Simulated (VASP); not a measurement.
## LiCl: single point with PBE

The system is LiCl.

```
Li Cl
1.0
     0.00000    2.55604    2.61815
     2.55604    0.00000    2.61815
     2.55604    2.55604    0.00000
Li Cl
1 1
Direct
  0.00000 0.00000 0.00000
  0.50000 0.50000 0.50000
```

This cell differs from its parent crystal: uniaxial z strain +2.4%.

- Program: VASP 6.6.1
- Task: single point
- Functional: PBE
- Potentials or basis: VASP PAW PBE potentials, release 64 (Li_sv, Cl)
- Cutoff: 520 eV
- k mesh: 8 × 8 × 8
- Occupations: fermi-dirac, width 0.02 eV
- Spin: no spin polarisation
- Dipole correction: no
- Further INCAR settings: ALGO = Normal; EDIFF = 1e-07; NBANDS = 12

The band gap on the k mesh is 6.22 eV, direct.

Levels at points of the mesh, in eV from the valence-band top:
```csv
k point,band 2,band 3,band 4,band 5,band 6,band 7,band 8,band 9
"(0.00, 0.00, 0.00)",-13.39,-0.06,-0.06,0.00,6.22,11.75,11.96,11.96
"(0.50, 0.00, 0.00)",-12.84,-2.80,-0.32,-0.26,6.70,9.37,9.55,12.80
"(0.50, 0.50, 0.00)",-12.63,-2.87,-1.07,-1.07,7.85,8.35,12.06,14.09
"(0.50, 0.00, 0.50)",-12.59,-2.87,-1.22,-1.06,7.80,8.24,12.40,13.68
```

It took 11 s on 1 thread of Intel(R) Xeon(R) 6975P-C (Granite Rapids), with other jobs on the host, peak memory 0.15 GiB.

Caveat: the cell differs from its parent crystal (uniaxial z strain +2.4%). A k mesh can miss the band edges.
